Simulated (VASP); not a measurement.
# KBr (Fm-3m) in VASP: settings compared

The runs below take KBr through density of states, dielectric tensor, with PBE exchange alone, LDA.

Everything below comes from runs of VASP 6.6.1. Logs are shortened: lines on timing, memory, paths and dates and some standing lists are left out, and cuts for length are marked.

### Step 1. The cell of the first run

Symmetry: Fm-3m, No. 225, cubic system. Conventional cell: a = 6.915 Å, b = 6.915 Å, c = 6.915 Å, α = 90.00°, β = 90.00°, γ = 90.00°. Within 4.5 Å of Br (site symmetry m-3m) lie 6 K at 3.46 Å. K (site symmetry m-3m) has 6 Br at 3.46 Å within 4.5 Å.

### Step 2. Density of states, PBE exchange alone (volume scaled by 1.15)

The input, POSCAR:

```
KBr
1.0
    0.0000000000      3.4573755255      3.4573755255
    3.4573755255      0.0000000000      3.4573755255
    3.4573755255      3.4573755255      0.0000000000
Br K
1 1
Direct
    0.5000000000      0.5000000000      0.5000000000
    0.0000000000      0.0000000000      0.0000000000
```

The input, INCAR.step1:

```
PREC = Accurate
ENCUT = 520
EDIFF = 1E-6
ISMEAR = 0
SIGMA = 0.01
LREAL = F
LASPH = T
NELM = 100
ALGO = Normal
ISIF = 2
LWAVE = F
LCHARG = T
GGA = PE
ALDAC = 0.0
AGGAC = 0.0
NBANDS = 15
```

The input, KPOINTS.step1:

```
Automatic mesh
0
Gamma
  7 7 7
```

The input, INCAR.step2:

```
PREC = Accurate
ENCUT = 520
EDIFF = 1E-6
ISMEAR = -5
SIGMA = 0.01
LREAL = F
LASPH = T
NELM = 100
ALGO = Normal
ISIF = 2
LWAVE = F
LCHARG = F
GGA = PE
ALDAC = 0.0
AGGAC = 0.0
LORBIT = 11
NBANDS = 15
NEDOS = 2001
ICHARG = 11
```

The input, KPOINTS.step2:

```
Automatic mesh
0
Gamma
  11 11 11
```

Potentials or basis: VASP PAW PBE potentials, release 64 (Br, K_sv).

Started as:

```
cat potpaw_PBE.64/Br/POTCAR potpaw_PBE.64/K_sv/POTCAR > POTCAR
cp INCAR.step1 INCAR
cp KPOINTS.step1 KPOINTS
mpirun -np 1 vasp_std > vasp.out
cp INCAR.step2 INCAR
cp KPOINTS.step2 KPOINTS
mpirun -np 1 vasp_std > vasp.out
```

OUTCAR:

```text
PREC = Accurate
   ENCUT = 520
   EDIFF = 1E-6
   ISMEAR = -5
   LREAL = F
   LASPH = T
   NELM = 100
   ISIF = 2
   GGA = PE
   LORBIT = 11
   ICHARG = 11

 ion  position               nearest neighbor table
   1  0.500  0.500  0.500-
   2  0.000  0.000  0.000-

  LATTYP: Found a face centered cubic cell.
 ALAT       =     6.9147510510

  Lattice vectors:

 A1 = (   0.0000000000,   3.4573755255,   3.4573755255)
 A2 = (   3.4573755255,   0.0000000000,   3.4573755255)
 A3 = (   3.4573755255,   3.4573755255,   0.0000000000)

Analysis of symmetry for initial positions (statically):
=====================================================================
 Subroutine PRICEL returns:
 Original cell was already a primitive cell.

 Routine SETGRP: Setting up the symmetry group for a
 face centered cubic supercell.

 Subroutine GETGRP returns: Found 48 space group operations
 (whereof 48 operations were pure point group operations)
 out of a pool of 48 trial point group operations.

The static configuration has the point symmetry O_h .

Analysis of symmetry for dynamics (positions and initial velocities):
=====================================================================
 Subroutine PRICEL returns:
 Original cell was already a primitive cell.

 Routine SETGRP: Setting up the symmetry group for a
 face centered cubic supercell.

 Subroutine GETGRP returns: Found 48 space group operations
 (whereof 48 operations were pure point group operations)
 out of a pool of 48 trial point group operations.

The dynamic configuration has the point symmetry O_h .

 Subroutine INISYM returns: Found 48 space group operations
 (whereof 48 operations are pure point group operations),
 and found     1 'primitive' translations

----------------------------------------------------------------------------------------

                                     Primitive cell

  volume of cell :      82.6551

  direct lattice vectors                    reciprocal lattice vectors
     0.000000000  3.457375525  3.457375525    -0.144618366  0.144618366  0.144618366
     3.457375525  0.000000000  3.457375525     0.144618366 -0.144618366  0.144618366
     3.457375525  3.457375525  0.000000000     0.144618366  0.144618366 -0.144618366

  length of vectors
     4.889467358  4.889467358  4.889467358     0.250486358  0.250486358  0.250486358

  position of ions in fractional coordinates (direct lattice)
     0.500000000  0.500000000  0.500000000
     0.000000000  0.000000000  0.000000000

  ion indices of the primitive-cell ions
   primitive index   ion index
                 1           1
                 2           2

----------------------------------------------------------------------------------------

 KPOINTS: Automatic mesh

Automatic generation of k-mesh.
 Grid dimensions read from file:
 generate k-points for:   11   11   11

 Generating k-lattice:

  Cartesian coordinates                     Fractional coordinates (reciprocal lattice)
    -0.013147124  0.013147124  0.013147124     0.090909091  0.000000000  0.000000000
     0.013147124 -0.013147124  0.013147124     0.000000000  0.090909091  0.000000000
     0.013147124  0.013147124 -0.013147124     0.000000000  0.000000000  0.090909091

  Length of vectors
     0.022771487  0.022771487  0.022771487

  Shift w.r.t. Gamma in fractional coordinates (k-lattice)
     0.000000000  0.000000000  0.000000000

 TETIRR: Found    201 inequivalent tetrahedra from     7986

 Subroutine IBZKPT returns following result:
 ===========================================

 Found     56 irreducible k-points:

 Following reciprocal coordinates:
            Coordinates               Weight
  0.000000  0.000000  0.000000      1.000000
  0.090909  0.000000  0.000000      8.000000
  0.181818  0.000000  0.000000      8.000000
  0.272727  0.000000  0.000000      8.000000
  0.363636  0.000000  0.000000      8.000000
  0.454545  0.000000  0.000000      8.000000
[... 16 lines left out ...]
 -0.272727  0.181818  0.000000     24.000000
 -0.181818  0.181818  0.000000     12.000000
 [... further k-points ...]
   k-points           NKPTS =     56   k-points in BZ     NKDIM =     56   number of bands    NBANDS=     15
   number of dos      NEDOS =   2001   number of ions     NIONS =      2
   total plane-waves  NPLWV =  46656
   dimension x,y,z NGX =    36 NGY =   36 NGZ =   36
   dimension x,y,z NGXF=    72 NGYF=   72 NGZF=   72
   ions per type =               1   1
   NGX,Y,Z   is equivalent  to a cutoff of  12.24, 12.24, 12.24 a.u.
   NGXF,Y,Z  is equivalent  to a cutoff of  24.48, 24.48, 24.48 a.u.
 SYSTEM =  unknown system
   PREC   = accura    normal or accurate (medium, high low for compatibility)
   ISTART =      0    job   : 0-new  1-cont  2-samecut
   ICHARG =     11    charge: 1-file 2-atom 10-const
   ISPIN  =      1    spin polarized calculation?
   LNONCOLLINEAR =      F non collinear calculations
   LSORBIT =      F    spin-orbit coupling
   LASPH  =      T    aspherical Exc in radial PAW
   ENCUT  =  520.0 eV  38.22 Ry    6.18 a.u.   9.09  9.09  9.09*2*pi/ulx,y,z
   NELM   =    100;   NELMIN=  2; NELMDL=  0     # of ELM steps
   EDIFF  = 0.1E-05   stopping-criterion for ELM
   LREAL  =      F    real-space projection
   EDIFFG = 0.1E-04   stopping-criterion for IOM
   NSW    =      0    number of steps for IOM
   IBRION =     -1    ionic relax: 0-MD 1-quasi-New 2-CG
   NFREE  =      0    steps in history (QN), initial steepest desc. (CG)
   ISIF   =      2    stress and relaxation
   ISYM   =      2    0-nonsym 1-usesym 2-fastsym
   POTIM  = 0.5000    time-step for ionic-motion
   TEBEG  =    0.0;   TEEND  =   0.0 temperature during run
   PSTRESS=    0.0 pullay stress
   NELECT =      16.0000    total number of electrons
   NUPDOWN=      -1.0000    fix difference up-down
   EMIN   =  10.00;   EMAX   =-10.00  energy-range for DOS
   EFERMI =   0.00;   METHOD = LEGACY
   ISMEAR =    -5;   SIGMA  =   0.01  broadening in eV -4-tet -1-fermi 0-gaus
   EFERMI_NEDOS =   21; number of points for ismear=-14 and -15
   IALGO  =     38    algorithm
   IMIX   =      4    mixing-type and parameters
     AMIX     =   0.40;   BMIX     =  1.00
     AMIX_MAG =   1.60;   BMIX_MAG =  1.00
  volume/ion in A,a.u.               =      41.33       278.89
  Fermi-wavevector in a.u.,A,eV,Ry     =   0.947018  1.789605 12.202293  0.896843
  Thomas-Fermi vector in A             =   2.075071
   LORBIT       =     11    0 simple, 1 ext, 2 COOP (PROOUT), +10 PAW based schemes
   GGA     = PE    functional components
   LHFCALC =     F    Hartree Fock is set to
   AEXX    =    0.0000 exact exchange contribution
   IVDW    =     0    specifies the selected vdW correction
   LEPSILON=     F    determine dielectric tensor
   LRPA    =     F    only Hartree local field effects (RPA)
 non-spin polarized calculation
 Fermi weights with tetrahedron method with Bloechl corrections
  energy-cutoff  :      520.00
  volume of cell :       82.66
 maximum number of plane-waves:      2243

 number of electron      15.9999997 magnetization

 Free energy of the ion-electron system (eV)
  ---------------------------------------------------
  ext. energy  EPLUGINS =         0.00000000
  ---------------------------------------------------
  free energy    TOTEN  =        -5.25270132 eV

  energy without entropy =       -5.25270132  energy(sigma->0) =       -5.25270132

 E-fermi :  -1.0263     XC(G=0):  -5.7344

 val. band max:       -1.0292523436   @ k =   0.0000   0.0000   0.0000
 cond. band min:       2.9382933014   @ k =   0.0000   0.0000   0.0000
 fundamental gap:      3.9675456450
 Fermi energy:        -1.0263121423

 k-point     1 :       0.0000    0.0000    0.0000
  band No.  band energies     occupation
      1     -29.0088      2.00000
      2     -13.1636      2.00000
      3     -12.5268      2.00000
      4     -12.5268      2.00000
      5     -12.5268      2.00000
      6      -1.0293      2.00000
      7      -1.0293      2.00000
      8      -1.0293      2.00000
      9       2.9383      0.00000
     10       6.3746      0.00000
     11       6.3746      0.00000
     12       6.3746      0.00000
     13       7.1811      0.00000
     14       7.1811      0.00000
     15      10.1527      0.00000

 k-point     2 :       0.0909    0.0000    0.0000
  band No.  band energies     occupation
      1     -29.0086      2.00000
      2     -13.1789      2.00000
      3     -12.5271      2.00000
      4     -12.5271      2.00000
      5     -12.5079      2.00000
      6      -1.1299      2.00000
      7      -1.0498      2.00000
      8      -1.0498      2.00000
      9       3.1271      0.00000
     10       6.3139      0.00000
     11       6.4609      0.00000
     12       6.4609      0.00000
     13       7.2670      0.00000
     14       7.2670      0.00000
     15      10.4195      0.00000

 k-point     3 :       0.1818    0.0000    0.0000
  band No.  band energies     occupation
      1     -29.0080      2.00000
      2     -13.2164      2.00000
      3     -12.5279      2.00000
      4     -12.5279      2.00000
      5     -12.4611      2.00000
      6      -1.3700      2.00000
      7      -1.1037      2.00000
      8      -1.1037      2.00000
      9       3.6175      0.00000
     10       6.2127      0.00000
     11       6.7099      0.00000
     12       6.7099      0.00000
     13       7.5157      0.00000
     14       7.5157      0.00000
     15      10.8469      0.00000
[... 343 lines left out ...]
 k-point    23 :      -0.2727    0.1818    0.0000
  band No.  band energies     occupation
      1     -29.0064      2.00000
      2     -13.2658      2.00000
      3     -12.5446      2.00000
      4     -12.5296      2.00000
      5     -12.3839      2.00000
      6      -1.7666      2.00000
      7      -1.3032      2.00000
      8      -1.2472      2.00000
      9       5.0109      0.00000
     10       6.1278      0.00000
     11       7.4081      0.00000
     12       7.5221      0.00000
     13       7.9586      0.00000
     14       8.6859      0.00000
     15       9.2164      0.00000

 k-point    24 :      -0.1818    0.1818    0.0000
  band No.  band energies     occupation
      1     -29.0070      2.00000
      2     -13.2518      2.00000
      3     -12.5398      2.00000
      4     -12.5276      2.00000
      5     -12.4070      2.00000
      6      -1.6418      2.00000
      7      -1.2170      2.00000
      8      -1.1971      2.00000
      9       4.4459      0.00000
     10       6.0314      0.00000
     11       7.0295      0.00000
     12       7.4403      0.00000
     13       7.7555      0.00000
     14       8.2103      0.00000
     15       9.6639      0.00000

 [... further k-points ...]
[... 5 lines left out ...]
  --------------------------------------------------------------------------------------
  -------------------------------------------------------------------------------------
  Total        0.5305696      0.5305696      0.5305696      0.0000000      0.0000000      0.0000000
  in kB       10.2845030     10.2845030     10.2845030      0.0000000      0.0000000      0.0000000
  external PRESSURE =      10.2845030 kB  Pullay stress =       0.0000000 kB

 VOLUME and BASIS-vectors are now :
 -----------------------------------------------------------------------------
  energy-cutoff  :      520.00
  volume of cell :       82.66
      direct lattice vectors                 reciprocal lattice vectors
     0.000000000  3.457375525  3.457375525    -0.144618366  0.144618366  0.144618366
     3.457375525  0.000000000  3.457375525     0.144618366 -0.144618366  0.144618366
     3.457375525  3.457375525  0.000000000     0.144618366  0.144618366 -0.144618366

 POSITION                                       TOTAL-FORCE (eV/Angst)
 -----------------------------------------------------------------------------------
      3.45738      3.45738      3.45738         0.000000      0.000000      0.000000
      0.00000      0.00000      0.00000        -0.000000     -0.000000     -0.000000
 -----------------------------------------------------------------------------------
    total drift:                                0.000000      0.000000      0.000000

  FREE ENERGIE OF THE ION-ELECTRON SYSTEM (eV)
  ---------------------------------------------------
  free  energy   TOTEN  =        -5.2527013200 eV

  energy  without entropy=       -5.2527013200  energy(sigma->0) =       -5.25270132

 total charge

# of ion       s       p       d       tot
------------------------------------------
    1        1.622   3.263   0.000   4.885
    2        1.951   5.548   0.017   7.517
--------------------------------------------------
tot          3.573   8.811   0.018  12.402
```

Run time: 57 s. Hardware: 1 thread of AMD EPYC 7R13 (Zen 3), shared host; peak memory 0.2 GiB.

Results:

* Valence electrons inside the program's atomic spheres: Br 4.88; K 7.52

Levels at points of the mesh, in eV from the valence-band top:
```tsv
k point	band 6	band 7	band 8	band 9	band 10	band 11
(0.00, 0.00, 0.00)	0.00	0.00	0.00	3.97	7.40	7.40
```

Caveat: the cell differs from its parent crystal (volume scaled by 1.15).

### Step 3. Dielectric tensor, LDA

This run uses another cell than the first one, of 35.94 Å³/atom, 0.870 times its volume.

The input, INCAR:

```
SYSTEM = KBr
ALGO = Normal ; EDIFF = 1E-8
ENCUT = 520 ; GGA = CA
ISIF = 2 ; ISMEAR = 0
LASPH = .True. ; LCHARG = .False.
LEPSILON = .True. ; LREAL = .False.
LWAVE = .False. ; NELM = 60
PREC = Accurate ; SIGMA = 0.01
```

The input, KPOINTS:

```
k-points
0
Gamma
  7 7 7
  0 0 0
```

The input, POSCAR:

```
KBr
1.0
    0.0000000000      3.3000000000      3.3000000000
    3.3000000000      0.0000000000      3.3000000000
    3.3000000000      3.3000000000      0.0000000000
Br K
1 1
Direct
    0.5000000000      0.5000000000      0.5000000000
    0.0000000000      0.0000000000      0.0000000000
```

Potentials or basis: VASP PAW LDA potentials, release 64 (Br, K_sv).

Started as:

```
cat potpaw_LDA.64/Br/POTCAR potpaw_LDA.64/K_sv/POTCAR > POTCAR
mpirun -np 1 vasp_std > vasp.out
```

OUTCAR:

```text
SYSTEM = KBr
   EDIFF = 1E-8
   ENCUT = 520
   GGA = CA
   ISIF = 2
   ISMEAR = 0
   LASPH = .True.
   LEPSILON = .True.
   LREAL = .False.
   NELM = 60
   PREC = Accurate

 ion  position               nearest neighbor table
   1  0.500  0.500  0.500-   2 3.30   2 3.30   2 3.30   2 3.30   2 3.30   2 3.30
   2  0.000  0.000  0.000-   1 3.30   1 3.30   1 3.30   1 3.30   1 3.30   1 3.30

  LATTYP: Found a face centered cubic cell.
 ALAT       =     6.6000000000

  Lattice vectors:

 A1 = (   0.0000000000,   3.3000000000,   3.3000000000)
 A2 = (   3.3000000000,   0.0000000000,   3.3000000000)
 A3 = (   3.3000000000,   3.3000000000,   0.0000000000)

Analysis of symmetry for initial positions (statically):
=====================================================================
 Subroutine PRICEL returns:
 Original cell was already a primitive cell.

 Routine SETGRP: Setting up the symmetry group for a
 face centered cubic supercell.

 Subroutine GETGRP returns: Found 48 space group operations
 (whereof 48 operations were pure point group operations)
 out of a pool of 48 trial point group operations.

The static configuration has the point symmetry O_h .

Analysis of symmetry for dynamics (positions and initial velocities):
=====================================================================
 Subroutine PRICEL returns:
 Original cell was already a primitive cell.

 Routine SETGRP: Setting up the symmetry group for a
 face centered cubic supercell.

 Subroutine GETGRP returns: Found 48 space group operations
 (whereof 48 operations were pure point group operations)
[... 472 lines left out ...]
  free  energy   TOTEN  =        -6.7973684305 eV

  energy  without entropy=       -6.7973684305  energy(sigma->0) =       -6.79736843

 HEAD OF MICROSCOPIC STATIC DIELECTRIC TENSOR (INDEPENDENT PARTICLE, excluding Hartree and local field effects)
 ------------------------------------------------------
           2.955952     0.000000     0.000000
           0.000000     2.955952     0.000000
          -0.000000    -0.000000     2.955952
 ------------------------------------------------------

 Free energy of the ion-electron system (eV)
  ---------------------------------------------------
  ---------------------------------------------------
  free energy    TOTEN  =        -0.35917427 eV

  energy without entropy =       -0.35917427

------------------------ aborting loop because EDIFF is reached ----------------------------------------

--------------------------------------- Ionic step        2  -------------------------------------------

------------------------ aborting loop because EDIFF is reached ----------------------------------------

--------------------------------------- Ionic step        3  -------------------------------------------

 Free energy of the ion-electron system (eV)
  ---------------------------------------------------
  ---------------------------------------------------
  free energy    TOTEN  =        -0.35917290 eV

  energy without entropy =       -0.35917290

------------------------ aborting loop because EDIFF is reached ----------------------------------------

 PIEZOELECTRIC TENSOR FIELD DIRECTION 3  (e Angst)
 -----------------------------------------------------------------------------
    -0.00014  0.00000 -0.00000           (  0.00000  0.00000 -0.00000)
     0.00000 -0.00014 -0.00000           (  0.00000  0.00000  0.00000)
    -0.00000  0.00000 -0.00090           ( -0.00000  0.00000  0.00001)

 PIEZOELECTRIC TENSOR FIELD DIRECTION 3  (C/m^2)
 -----------------------------------------------------------------------------
    -0.00003  0.00000 -0.00000
     0.00000 -0.00003 -0.00000
    -0.00000  0.00000 -0.00020

 MACROSCOPIC STATIC DIELECTRIC TENSOR (including local field effects in DFT)
 ------------------------------------------------------
           2.626994     0.000000     0.000000
           0.000000     2.626994     0.000000
           0.000000     0.000000     2.626994
 ------------------------------------------------------

 PIEZOELECTRIC TENSOR (including local field effects)  for field in x, y, z        (e  Angst)
          XX          YY          ZZ          XY          YZ          ZX
  --------------------------------------------------------------------------------
  x     0.00000     0.00000     0.00000     0.00000     0.00000     0.00000
  y     0.00000     0.00000     0.00000     0.00000     0.00000     0.00000
  z     0.00000     0.00000     0.00000     0.00000     0.00000     0.00000

 PIEZOELECTRIC TENSOR (including local field effects)  for field in x, y, z        (C/m^2)
          XX          YY          ZZ          XY          YZ          ZX
  --------------------------------------------------------------------------------
  x     0.00000     0.00000     0.00000     0.00000     0.00000     0.00000
  y     0.00000     0.00000     0.00000     0.00000     0.00000     0.00000
  z     0.00000     0.00000     0.00000     0.00000     0.00000     0.00000

 BORN EFFECTIVE CHARGES (including local field effects) (in |e|, cummulative output)
 ---------------------------------------------------------------------------------
 ion    1
    1    -1.12469     0.00000     0.00000
    2     0.00000    -1.12469     0.00000
    3     0.00000     0.00000    -1.12469
 ion    2
    1     1.12469     0.00000     0.00000
    2     0.00000     1.12469     0.00000
    3     0.00000     0.00000     1.12469
```

It took 4.3 min on 1 thread of Intel Xeon Platinum 8488C (Sapphire Rapids), shared host; peak memory 0.26 GiB.

Results:

```yaml
Band_gap_on_the_k_mesh: 4.04 eV, direct
Electronic_dielectric_tensor_diagonal: 2.63
Born_charges_mean_of_the_diagonal: Br -1.12; K +1.12 e
```

Electronic dielectric tensor:
```
2.63 0.00 0.00
0.00 2.63 0.00
0.00 0.00 2.63
```

Born effective charge tensors (e):
atom 1, Br
```
-1.12  0.00  0.00
 0.00 -1.12  0.00
 0.00  0.00 -1.12
```
atom 2, K
```
1.12 0.00 0.00
0.00 1.12 0.00
0.00 0.00 1.12
```
